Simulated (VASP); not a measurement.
Runs of VASP 6.6.1 on GeW. The structure is that of space group Fm-3m (No. 225), or close to it. The cells are those of the table. 

```csv
task,level,potentials or basis,cell,k mesh,cutoff (eV),smearing,gap on the mesh (eV),pressure (GPa)
single point,PBE,"VASP PAW PBE potentials, release 64 (Ge_d, W_sv)","a = 3.645 Å, angles 60.0°, 2 atoms",9 × 9 × 9,520,gaussian 0.027 eV,none,0.4
relaxation of cell and atoms,RPBE+D3(BJ),"VASP PAW PBE potentials, release 64 (Ge_d, W_sv)","relaxed from a = 3.645 Å, angles 60.0°, 2 atoms",9 × 9 × 9,600,fermi-dirac 0.05 eV,none,-0.1
single point,PBE,"VASP PAW PBE potentials, release 64 (Ge_d, W_sv)","a = 3.647 Å, angles 60.0°, 2 atoms",9 × 9 × 9,520,fermi-dirac 0.05 eV,none,(a)
single point,RPBE+D4,"VASP PAW PBE potentials, release 64 (Ge_d, W_sv)","a = 3.609 Å, angles 60.0°, 2 atoms",9 × 9 × 9,520,fermi-dirac 0.05 eV,none,0.3
```

Alike in all rows: no spin polarisation.

Task: Estimate the missing entries.

Result: (a) 0.2.

Caveats: spin-orbit coupling is left out, which moves the levels of the heavy elements; the PAW data sets were made with another functional, which shifts forces and pressure a little (some runs); pairwise dispersion overbinds metals, which lowers pressure and volume (some runs).

A k mesh can miss the band edges, and the runs leave out spin-orbit coupling on Ge, W.

A gap of «none» marks levels without a gap at the run's occupations.
